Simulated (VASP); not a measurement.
# SnO2 (P4_2/mnm) in VASP: a series of runs, part 2 of 2

VASP 6.6.1.

## 4. Single point, PBEsol

This run uses another cell than the first one, of 12.88 Å³/atom.

The input, INCAR:

```
PREC     = Accurate       # precision mode
ENCUT    = 520            # plane-wave cutoff, eV
EDIFF    = 1E-6           # SCF threshold, eV
ISMEAR   = 1              # smearing method
SIGMA    = 0.05           # smearing width, eV
LREAL    = False          # projectors in reciprocal space
LASPH    = True           # aspherical terms in the spheres
NELM     = 100            # most SCF steps
ALGO     = Normal         # electronic algorithm
ISIF     = 2              # what is computed and relaxed
LWAVE    = False          # write WAVECAR
LCHARG   = True           # write CHGCAR
GGA      = PS             # functional
LELF     = True           # ELF
LVHAR    = True         
NBANDS   = 35             # bands
```

The input, KPOINTS:

```
regular mesh
0
Gamma
  4 4 6
```

The input, POSCAR:

```
SnO2
1.0
    4.8611196212      0.0000000000      0.0000000000
    0.0000000000      4.8611196212      0.0000000000
    0.0000000000      0.0000000000      3.2693030125
Sn O
2 4
Direct
    0.0000000000      0.0000000000      0.0000000000
    0.5000000000      0.5000000000      0.5000000000
    0.3071000000      0.3071000000      0.0000000000
    0.1929000000      0.8071000000      0.5000000000
    0.6929000000      0.6929000000      0.0000000000
    0.8071000000      0.1929000000      0.5000000000
```

Potentials or basis: VASP PAW PBE potentials, release 64 (Sn_d, O).

Run with:

```console
$ cat potpaw_PBE.64/Sn_d/POTCAR potpaw_PBE.64/O/POTCAR > POTCAR
$ mpirun -np 1 vasp_std > vasp.out
```

OUTCAR:

```text
PREC = Accurate
   ENCUT = 520
   EDIFF = 1E-6
   ISMEAR = 1
   LREAL = False
   LASPH = True
   NELM = 100
   ISIF = 2
   GGA = PS

 ion  position               nearest neighbor table
   1  0.000  0.000  0.000-   4 2.10   6 2.10   4 2.10   6 2.10   5 2.11   3 2.11
   2  0.500  0.500  0.500-   3 2.10   5 2.10   3 2.10   5 2.10   4 2.11   6 2.11
   3  0.307  0.307  0.000-   2 2.10   2 2.10   1 2.11
   4  0.193  0.807  0.500-   1 2.10   1 2.10   2 2.11
   5  0.693  0.693  0.000-   2 2.10   2 2.10   1 2.11
   6  0.807  0.193  0.500-   1 2.10   1 2.10   2 2.11

  LATTYP: Found a simple tetragonal cell.
 ALAT       =     4.8611196212
 C/A-ratio  =     0.6725411566

  Lattice vectors:

 A1 = (   4.8611196212,   0.0000000000,   0.0000000000)
 A2 = (   0.0000000000,   4.8611196212,   0.0000000000)
 A3 = (   0.0000000000,   0.0000000000,   3.2693030125)

Analysis of symmetry for initial positions (statically):
=====================================================================
 Subroutine PRICEL returns:
 Original cell was already a primitive cell.

 Routine SETGRP: Setting up the symmetry group for a
 simple tetragonal supercell.

 Subroutine GETGRP returns: Found 16 space group operations
 (whereof  8 operations were pure point group operations)
 out of a pool of 16 trial point group operations.

The static configuration has the point symmetry D_2h.
 The point group associated with its full space group is D_4h.

Analysis of symmetry for dynamics (positions and initial velocities):
=====================================================================
 Subroutine PRICEL returns:
 Original cell was already a primitive cell.

 Routine SETGRP: Setting up the symmetry group for a
 simple tetragonal supercell.

 Subroutine GETGRP returns: Found 16 space group operations
 (whereof  8 operations were pure point group operations)
[... 129 lines left out ...]
     AMIX     =   0.40;   BMIX     =  1.00
     AMIX_MAG =   1.60;   BMIX_MAG =  1.00
  volume/ion in A,a.u.               =      12.88        86.89
  Fermi-wavevector in a.u.,A,eV,Ry     =   1.434718  2.711225 28.006464  2.058417
  Thomas-Fermi vector in A             =   2.554096
   LORBIT       =      0    0 simple, 1 ext, 2 COOP (PROOUT), +10 PAW based schemes
   GGA     = PS    functional components
   LHFCALC =     F    Hartree Fock is set to
   AEXX    =    0.0000 exact exchange contribution
   IVDW    =     0    specifies the selected vdW correction
   LEPSILON=     F    determine dielectric tensor
   LRPA    =     F    only Hartree local field effects (RPA)
 non-spin polarized calculation
 Methfessel and Paxton  Order N= 1 SIGMA  =   0.05
  energy-cutoff  :      520.00
  volume of cell :       77.26
 maximum number of plane-waves:      2112
   NGX = 19   NGY = 19   NGZ = 13

 number of electron      51.9999982 magnetization

 Free energy of the ion-electron system (eV)
  ---------------------------------------------------
  ext. energy  EPLUGINS =         0.00000000
  ---------------------------------------------------
  free energy    TOTEN  =       -39.55762526 eV

  energy without entropy =      -39.55765546  energy(sigma->0) =      -39.55763532

 E-fermi :   5.1867     XC(G=0): -11.1289

 val. band max:        5.1445610905   @ k =   0.0000   0.0000   0.0000
 cond. band min:       5.4767037548   @ k =   0.0000   0.0000   0.0000
 fundamental gap:      0.3321426642
 Fermi energy:         5.1866552014

 k-point     1 :       0.0000    0.0000    0.0000
  band No.  band energies     occupation
      1     -15.7820      2.00000
      2     -15.1647      2.00000
      3     -14.9875      2.00000
      4     -14.9616      2.00000
      5     -14.9616      2.00000
      6     -14.8987      2.00000
[... 901 lines left out ...]
     34      15.3919      0.00000
     35      17.6564      0.00000

------------------------ aborting loop because EDIFF is reached ----------------------------------------

  FORCE on cell =-STRESS in cart. coord.  units (eV):
  Direction    XX          YY          ZZ          XY          YZ          ZX
  --------------------------------------------------------------------------------------
  -------------------------------------------------------------------------------------
  Total       -4.0009047     -4.0009047     -5.1351238      0.0000000      0.0000000      0.0000000
  in kB      -82.9738036    -82.9738036   -106.4961018      0.0000000      0.0000000      0.0000000
  external PRESSURE =     -90.8145697 kB  Pullay stress =       0.0000000 kB

 VOLUME and BASIS-vectors are now :
 -----------------------------------------------------------------------------
  energy-cutoff  :      520.00
  volume of cell :       77.26
      direct lattice vectors                 reciprocal lattice vectors
     4.861119621  0.000000000  0.000000000     0.205713926  0.000000000  0.000000000
     0.000000000  4.861119621  0.000000000     0.000000000  0.205713926  0.000000000
     0.000000000  0.000000000  3.269303012     0.000000000  0.000000000  0.305875594

 POSITION                                       TOTAL-FORCE (eV/Angst)
 -----------------------------------------------------------------------------------
      0.00000      0.00000      0.00000        -0.000000      0.000000      0.000000
      2.43056      2.43056      1.63465        -0.000000      0.000000      0.000000
      1.49285      1.49285      0.00000         0.044203      0.044203     -0.000000
      0.93771      3.92341      1.63465        -0.044203      0.044203      0.000000
      3.36827      3.36827      0.00000        -0.044203     -0.044203      0.000000
      3.92341      0.93771      1.63465         0.044203     -0.044203      0.000000
 -----------------------------------------------------------------------------------
    total drift:                               -0.000000      0.000000      0.000000

  FREE ENERGIE OF THE ION-ELECTRON SYSTEM (eV)
  ---------------------------------------------------
  free  energy   TOTEN  =       -39.5576252580 eV

  energy  without entropy=      -39.5576554555  energy(sigma->0) =      -39.55763532
```

stdout:

```text
POSCAR found type information on POSCAR SnO
 POSCAR found :  2 types and       6 ions
 scaLAPACK will be used
 -----------------------------------------------------------------------------
|                                                                             |
|                                                                             |
|     You enforced a specific xc type in the INCAR file but a different       |
|     I HOPE YOU KNOW WHAT YOU ARE DOING!                                     |
|                                                                             |
 -----------------------------------------------------------------------------

 LDA part: xc-table for (Slater+PW92), standard interpolation
 POSCAR, INCAR and KPOINTS ok, starting setup
 FFT: planning ... GRIDC
 FFT: planning ... GRID_SOFT
 FFT: planning ... GRID
 WAVECAR not read
 entering main loop
```

Run time: 38 s. Hardware: 1 thread of Intel Xeon Platinum 8259CL at 2.50GHz (Skylake/Cascade Lake), shared host; peak memory 0.2 GiB.

What came out:

```yaml
Free_energy: -39.5576 eV
Pressure: -9.1 GPa
Largest_force: 0.063 eV/Å
Band_gap_on_the_k_mesh: 0.33 eV
```

Forces in eV/Å, atoms in the order of the input:
```
Sn   0.000  0.000  0.000
Sn   0.000  0.000  0.000
O    0.044  0.044  0.000
O   -0.044  0.044  0.000
O   -0.044 -0.044  0.000
O    0.044 -0.044  0.000
```

Stress tensor (GPa, compression positive):
```
 -8.30   0.00   0.00
  0.00  -8.30   0.00
  0.00   0.00 -10.65
```

Caveat: the cell stands under tension; semilocal functionals underestimate gaps, and a narrow one can read as zero; the PAW data sets were made with another functional, which shifts forces and pressure a little; spin-orbit coupling is left out, which moves the levels of the heavy elements.

## 5. Summary

| cell | gap on the mesh (eV) | pressure (GPa) | largest force (eV/Å) |
| --- | --- | --- | --- |
| a = 4.780, b = 4.780, c = 3.215 Å, 6 atoms | 0.88 | -0.2 | 0.12 |
| a = 4.821, b = 4.821, c = 3.242 Å, 6 atoms | 0.59 | -5.0 | 0.03 |
| a = 4.861, b = 4.861, c = 3.269 Å, 6 atoms | 0.33 | -9.1 | 0.06 |

Alike in all rows: task single point; level PBEsol; potentials or basis VASP PAW PBE potentials, release 64 (Sn_d, O); no spin polarisation; k mesh 4 × 4 × 6; cutoff (eV) 520; smearing methfessel-paxton 0.05 eV.

Caveats: the PAW data sets were made with another functional, which shifts forces and pressure a little; spin-orbit coupling is left out, which moves the levels of the heavy elements; the cell stands under tension (at least some runs); semilocal functionals underestimate gaps, and a narrow one can read as zero (at least some runs).

Total energies depend on the potentials used, so only differences within one code and one set of settings carry meaning.
